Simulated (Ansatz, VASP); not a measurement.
# One calculation of InP, two programs

The input POSCAR:

```
InP
1.0
    0.0000000000      2.9690636329      2.9690636329
    2.9690636329      0.0000000000      2.9690636329
    2.9690636329      2.9690636329      0.0000000000
In P
1 1
Direct
    0.0000000000      0.0000000000      0.0000000000
    0.7500000000      0.7500000000      0.7500000000
```

Contents of INCAR.step1:

```
SYSTEM = InP
PREC = Accurate
ENCUT = 520
EDIFF = 1E-5
ISMEAR = -1
SIGMA = 0.05
LREAL = .False.
LASPH = .True.
NELM = 60
ALGO = Normal
ISIF = 2
LWAVE = .True.
NBANDS = 16
GGA = PE
```

File INCAR.step2:

```
SYSTEM = InP
PREC = Accurate
ENCUT = 520
EDIFF = 1E-6
ISMEAR = -1
SIGMA = 0.05
LREAL = .False.
LASPH = .True.
NELM = 60
ALGO = Normal
ISIF = 2
LWAVE = .False.
LCHARG = .True.
GGA = PE
LHFCALC = .True.
HFSCREEN = 0.2079
PRECFOCK = Normal
LELF = .True.
LVHAR = .True.
NBANDS = 16
ISTART = 1
```

File KPOINTS:

```
Automatic mesh
0
Gamma
  4 4 4
  0 0 0
```

File input.yaml:

```yaml
crystal:
  lattice:
    - [0.0, 2.9690636329, 2.9690636329]
    - [2.9690636329, 0.0, 2.9690636329]
    - [2.9690636329, 2.9690636329, 0.0]
  atoms:
    - { symbol: In, position: [0.0, 0.0, 0.0] }
    - { symbol: P, position: [0.75, 0.75, 0.75] }
hamiltonian:
  xc: hse06
  pseudopotentials: { kind: paw }
kpoints:
  mp_grid: { grid: [4, 4, 4] }
scf:
  occupations: { method: fermi_dirac, width: 0.05 }
output:
  forces: true
  stress: true
  eigenvalues: true
  write_density: true
  write_potential: true
  elf: true
  volumetric_format: npy
```

Alike in both runs: task single point; functional HSE06; k mesh 4 × 4 × 4; occupations fermi-dirac, width 0.05 eV; no spin polarisation.

```csv
,VASP,Ansatz
version,VASP 6.6.1,Ansatz 0.2.0
potentials or method,"VASP PAW PBE potentials, release 64 (In_d, P)",Ansatz PAW
plane-wave cutoff (eV),520,420
valence electrons in the cell,18,18
```

|  | VASP | Ansatz | Ansatz less VASP |
| --- | --- | --- | --- |
| gap on the k mesh at the Fermi level (eV) | 1.29 | 1.30 | +0.003 |
| least direct gap on the mesh (eV) | 1.29 | 1.30 | +0.003 |
| pressure (GPa) | -1.2 | -1.1 | +0.15 |

The k mesh is coarse, so the values compare programs but aren't converged.
